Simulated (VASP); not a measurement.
# GaP (F-43m) in VASP: further runs, part 2 of 2

VASP 6.6.1. The steps go on from the part before.

### 3 Single point, PBE (volume scaled by 1.06)

Input file INCAR:

```
  PREC = Accurate
  ENCUT = 520
  EDIFF = 1E-7
  ISMEAR = 0
  SIGMA = 0.02
  LREAL = F
  LASPH = T
  NELM = 60
  ALGO = Normal
  ISIF = 2
  LWAVE = F
  LCHARG = F
  GGA = PE
  NBANDS = 16
```

Input file KPOINTS:

```
regular mesh
0
Gamma
  8 8 8
```

Input file POSCAR:

```
GaP
1.0
    0.0000000000      2.8065218264      2.8065218264
    2.8065218264      0.0000000000      2.8065218264
    2.8065218264      2.8065218264      0.0000000000
Ga P
1 1
Direct
    0.0000000000      0.0000000000      0.0000000000
    0.2500000000      0.2500000000      0.2500000000
```

Potentials or basis: VASP PAW PBE potentials, release 64 (Ga_d, P).

Started as:

```console
> cat potpaw_PBE.64/Ga_d/POTCAR potpaw_PBE.64/P/POTCAR > POTCAR
> mpirun -np 1 vasp_std > vasp.out
```

OUTCAR:

```text
PREC = Accurate
   ENCUT = 520
   EDIFF = 1E-7
   ISMEAR = 0
   LREAL = F
   LASPH = T
   NELM = 60
   ISIF = 2
   GGA = PE

 ion  position               nearest neighbor table
   1  0.000  0.000  0.000-   2 2.43   2 2.43   2 2.43   2 2.43
   2  0.250  0.250  0.250-   1 2.43   1 2.43   1 2.43   1 2.43

  LATTYP: Found a face centered cubic cell.
 ALAT       =     5.6130436528

  Lattice vectors:

 A1 = (   0.0000000000,   2.8065218264,   2.8065218264)
 A2 = (   2.8065218264,   0.0000000000,   2.8065218264)
 A3 = (   2.8065218264,   2.8065218264,   0.0000000000)

Analysis of symmetry for initial positions (statically):
=====================================================================
 Subroutine PRICEL returns:
 Original cell was already a primitive cell.

 Routine SETGRP: Setting up the symmetry group for a
 face centered cubic supercell.

 Subroutine GETGRP returns: Found 24 space group operations
 (whereof 24 operations were pure point group operations)
 out of a pool of 48 trial point group operations.

[... 156 lines left out ...]
  ---------------------------------------------------
  ext. energy  EPLUGINS =         0.00000000
  ---------------------------------------------------
  free energy    TOTEN  =        -9.09400298 eV

  energy without entropy =       -9.09400298  energy(sigma->0) =       -9.09400298

 E-fermi :   3.9435     XC(G=0):  -9.4368

 val. band max:        3.7947326512   @ k =   0.0000   0.0000   0.0000
 cond. band min:       4.9062368599   @ k =   0.0000   0.0000   0.0000
 fundamental gap:      1.1115042087
 Fermi energy:         3.9435231792

 k-point     1 :       0.0000    0.0000    0.0000
  band No.  band energies     occupation
      1     -10.6354      2.00000
      2     -10.6354      2.00000
      3     -10.6354      2.00000
      4     -10.5599      2.00000
      5     -10.5599      2.00000
      6      -8.0691      2.00000
[... 433 lines left out ...]
      3     -10.6034      2.00000
      4     -10.5632      2.00000
      5     -10.5544      2.00000
      6      -5.9215      2.00000
[... 8 lines left out ...]
     15      15.4597      0.00000
     16      15.8079      0.00000

 [... further k-points ...]
[... 5 lines left out ...]
  --------------------------------------------------------------------------------------
  -------------------------------------------------------------------------------------
  Total       -1.0687843     -1.0687843     -1.0687843      0.0000000      0.0000000     -0.0000000
  in kB      -38.7315961    -38.7315961    -38.7315961      0.0000000      0.0000000     -0.0000000
  external PRESSURE =     -38.7315961 kB  Pullay stress =       0.0000000 kB

 VOLUME and BASIS-vectors are now :
 -----------------------------------------------------------------------------
  energy-cutoff  :      520.00
  volume of cell :       44.21
      direct lattice vectors                 reciprocal lattice vectors
     0.000000000  2.806521826  2.806521826    -0.178156462  0.178156462  0.178156462
     2.806521826  0.000000000  2.806521826     0.178156462 -0.178156462  0.178156462
     2.806521826  2.806521826  0.000000000     0.178156462  0.178156462 -0.178156462

 POSITION                                       TOTAL-FORCE (eV/Angst)
 -----------------------------------------------------------------------------------
      0.00000      0.00000      0.00000         0.000000      0.000000      0.000000
      1.40326      1.40326      1.40326        -0.000000     -0.000000     -0.000000
 -----------------------------------------------------------------------------------
    total drift:                                0.000002      0.000002      0.000002

  FREE ENERGIE OF THE ION-ELECTRON SYSTEM (eV)
  ---------------------------------------------------
  free  energy   TOTEN  =        -9.0940029818 eV

  energy  without entropy=       -9.0940029818  energy(sigma->0) =       -9.09400298
```

It took 11 s on 1 thread of Intel Xeon 6975P-C (Granite Rapids), shared host; peak memory 0.17 GiB.

Results:

```yaml
Free_energy: -9.0940 eV
Pressure: -3.9 GPa
Band_gap_on_the_k_mesh: 1.11 eV, direct
```

 A k mesh can miss the band edges.

### 4 Single point, PBE (volume scaled by 1.10)

Input file INCAR:

```
PREC = Accurate
ENCUT = 520
EDIFF = 1E-7
ISMEAR = 0
SIGMA = 0.02
LREAL = F
LASPH = T
NELM = 80
ALGO = Normal
ISIF = 2
LWAVE = F
LCHARG = T
GGA = PE
LELF = T
LVHAR = T
NBANDS = 16
```

KPOINTS is that of step 3.

Input file POSCAR:

```
GaP
1.0
    0.0000000000      2.8413890168      2.8413890168
    2.8413890168      0.0000000000      2.8413890168
    2.8413890168      2.8413890168      0.0000000000
Ga P
1 1
Direct
    0.0000000000      0.0000000000      0.0000000000
    0.2500000000      0.2500000000      0.2500000000
```

Started as:

```console
> cat potpaw_PBE.64/Ga_d/POTCAR potpaw_PBE.64/P/POTCAR > POTCAR
> mpirun -np 1 vasp_std > vasp.out
```

Run time: 12 s. Hardware: 1 thread of Intel Xeon 6975P-C (Granite Rapids), shared host; peak memory 0.17 GiB.

It converged, with:

```yaml
Free_energy: -9.0431 eV
Pressure: -5.8 GPa
Band_gap_on_the_k_mesh: 0.82 eV, direct
```

Levels at points of the mesh, in eV from the valence-band top:
```csv
k point,band 7,band 8,band 9,band 10,band 11,band 12
"(0.00, 0.00, 0.00)",0.00,0.00,0.00,0.82,3.90,3.90
"(0.50, 0.00, 0.00)",-5.98,-0.95,-0.95,1.30,4.72,4.72
"(0.50, 0.50, 0.00)",-6.21,-2.28,-2.28,1.89,1.89,9.66
```

 A k mesh can miss the band edges.

### 5 Single point, PBE

This run uses another cell than the first one: it holds 4 atoms, not 2.

Input file INCAR:

```
PREC     = Accurate       # precision mode
ENCUT    = 520            # plane-wave cutoff, eV
EDIFF    = 1E-6           # SCF threshold, eV
ISMEAR   = 0              # smearing method
SIGMA    = 0.05           # smearing width, eV
LREAL    = False          # projectors in reciprocal space
LASPH    = True           # aspherical terms in the spheres
NELM     = 100            # most SCF steps
ALGO     = Normal         # electronic algorithm
ISIF     = 2              # what is computed and relaxed
LWAVE    = False          # write WAVECAR
LCHARG   = False          # write CHGCAR
GGA      = PE             # functional
NBANDS   = 26             # bands
```

Input file KPOINTS:

```
regular mesh
0
Gamma
  8 6 8
```

Input file POSCAR:

```
GaP
1.0
    3.8926748957      0.0000000000      0.0000000000
    0.0000000000      5.5050736314      0.0000000000
    0.0000000000      0.0000000000      3.8926748957
Ga P
2 2
Direct
    0.0000000000      0.0000000000      0.0000000000
    0.5000000000      0.5000000000      0.5000000000
    1.0000000000      0.7500000000      0.5000000000
    0.5000000000      0.2500000000      1.0000000000
```

Started as:

```console
> cat potpaw_PBE.64/Ga_d/POTCAR potpaw_PBE.64/P/POTCAR > POTCAR
> mpirun -np 1 vasp_std > vasp.out
```

It took 2.3 min on 1 thread of AMD EPYC 7R43 (Zen 3), shared host; peak memory 0.21 GiB.

It converged, with:

```
Free energy            : -18.2544 eV
Pressure               : 0.0 GPa
Band gap on the k mesh : 1.58 eV
```

Levels at points of the mesh, in eV from the valence-band top:
| k point | band 14 | band 15 | band 16 | band 17 | band 18 | band 19 | band 20 | band 21 | band 22 | band 23 |
| --- | --- | --- | --- | --- | --- | --- | --- | --- | --- | --- |
| (0.00, 0.00, 0.00) | -2.58 | -2.58 | 0.00 | 0.00 | 0.00 | 1.58 | 1.72 | 1.85 | 3.90 | 3.90 |
| (0.50, 0.00, 0.00) | -5.32 | -3.26 | -3.26 | -1.15 | -1.15 | 3.11 | 3.11 | 5.63 | 5.63 | 5.81 |
| (0.00, 0.50, 0.00) | -3.66 | -1.61 | -1.61 | -1.61 | -1.61 | 2.21 | 2.21 | 3.65 | 3.65 | 6.67 |
| (0.50, 0.50, 0.00) | -6.46 | -1.07 | -1.07 | -1.07 | -1.07 | 1.58 | 1.58 | 4.73 | 4.73 | 4.73 |
| (0.50, 0.00, 0.50) | -6.61 | -2.58 | -2.58 | -2.58 | -2.58 | 1.72 | 1.72 | 1.85 | 1.85 | 10.37 |
| (0.50, 0.50, 0.50) | -6.42 | -3.43 | -3.43 | -3.28 | -3.28 | 4.70 | 4.70 | 4.73 | 4.73 | 6.02 |

### 6 The runs side by side

| cell | k mesh | smearing | gap on the mesh (eV) | pressure (GPa) |
| --- | --- | --- | --- | --- |
| a = 3.931 Å, angles 60.0°, 2 atoms | 8 × 8 × 8 | gaussian 0.02 eV | 1.34 | -2.1 |
| a = 3.969 Å, angles 60.0°, 2 atoms | 8 × 8 × 8 | gaussian 0.02 eV | 1.11 | -3.9 |
| a = 4.018 Å, angles 60.0°, 2 atoms | 8 × 8 × 8 | gaussian 0.02 eV | 0.82 | -5.8 |
| a = 3.893, b = 5.505 Å, 4 atoms | 8 × 6 × 8 | gaussian 0.05 eV | 1.58 | 0.0 |

Alike in all rows: task single point; level PBE; potentials or basis VASP PAW PBE potentials, release 64 (Ga_d, P); no spin polarisation; cutoff (eV) 520.

Absolute energies hang on the potentials; compare differences alone.

### 7 How close it comes

Step 5. Measured gap of GaP: 2.34 eV (indirect; 10 K; quoted in “Stacking defects in GaP nanowires: Electronic structure and optical properties”, 2018, arxiv:1810.01194). This calculation gives 1.58 eV (-0.76 eV). Spin-orbit coupling on Ga is left out. The value is that of PBE on a finite k mesh, which can miss the band edges, without temperature or zero-point motion. Semilocal functionals fall short of measured gaps as a rule.
